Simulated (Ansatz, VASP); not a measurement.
**One calculation of MgO, two programs**

File INCAR:

```
SYSTEM = MgO
  PREC = Accurate
  ENCUT = 520
  EDIFF = 1E-6
  ISMEAR = 0
  SIGMA = 0.05
  LREAL = .FALSE.
  LASPH = .TRUE.
  NELM = 100
  ALGO = Normal
  ISIF = 2
  LWAVE = .FALSE.
  LCHARG = .FALSE.
  GGA = PE
  NBANDS = 26
```

KPOINTS

```
Automatic mesh
0
G
  6 6 6
  0 0 0
```

Contents of POSCAR:

```
MgO
1.0
    1.4688622380      2.5441440255      2.6797873418
   -1.4688622380     -2.5441440255      2.6797873418
    4.4065867139     -2.5441440255      0.0000000000
Mg O
4 4
Direct
    0.5000000000      0.5000000000      0.0000000000
    0.2500000000      0.7500000000      0.5000000000
    0.7500000000      0.2500000000      0.5000000000
    0.0000000000      0.0000000000      0.0000000000
    0.7755299640      0.7244700360      0.3843932612
    0.5000000000      1.0000000000      0.8333333333
    0.0000000000      0.5000000000      0.8333333333
    0.2500000000      0.2500000000      0.3333333333
```

Input for Ansatz:

```yaml
crystal:
  lattice:
    - [1.468862238, 2.5441440255, 2.6797873418]
    - [-1.468862238, -2.5441440255, 2.6797873418]
    - [4.4065867139, -2.5441440255, 0.0]
  atoms:
    - { symbol: Mg, position: [0.5, 0.5, 0.0] }
    - { symbol: Mg, position: [0.25, 0.75, 0.5] }
    - { symbol: Mg, position: [0.75, 0.25, 0.5] }
    - { symbol: Mg, position: [0.0, 0.0, 0.0] }
    - { symbol: O, position: [0.775529964, 0.724470036, 0.3843932612] }
    - { symbol: O, position: [0.5, 1.0, 0.8333333333] }
    - { symbol: O, position: [0.0, 0.5, 0.8333333333] }
    - { symbol: O, position: [0.25, 0.25, 0.3333333333] }
basis:
  ecutwfc: 420
kpoints:
  mp_grid: { grid: [6, 6, 6] }
hamiltonian:
  xc: pbe
scf:
  occupations: { method: gaussian, width: 0.05 }
output:
  forces: true
  stress: true
  eigenvalues: true
```

Alike in both runs: task single point; functional PBE; k mesh 6 × 6 × 6; occupations gaussian, width 0.05 eV; no spin polarisation.

|  | VASP | Ansatz |
| --- | --- | --- |
| version | VASP 6.6.1 | Ansatz 0.2.0 |
| potentials or method | VASP PAW PBE potentials, release 64 (Mg, O), cutoff 520 eV | scalar-relativistic, plane waves, PAW |
| valence electrons in the cell | 32 | 64 |

VASP gave:

| Item | Value |
| --- | --- |
| gap on the k mesh at the Fermi level (eV) | 2.86 |
| least direct gap on the mesh (eV) | 2.97 |
| pressure (GPa) | 1.1 |
| traceless stress, the component that is largest in VASP (GPa) | 1.02 |
| rms of the force components (eV/Å) | 0.644 |

**Question.** Which values does Ansatz return?

**Answer.** gap on the k mesh at the Fermi level (eV): 2.88; least direct gap on the mesh (eV): 2.99; pressure (GPa): 1.8; traceless stress, the component that is largest in VASP (GPa): 0.98; rms of the force components (eV/Å): 0.639.

Atom by atom the forces differ by 0.007 eV/Å (rms over components). VASP's potentials hold 32 valence electrons a cell and Ansatz's 64, so a difference there can come from the potentials and not from the codes.
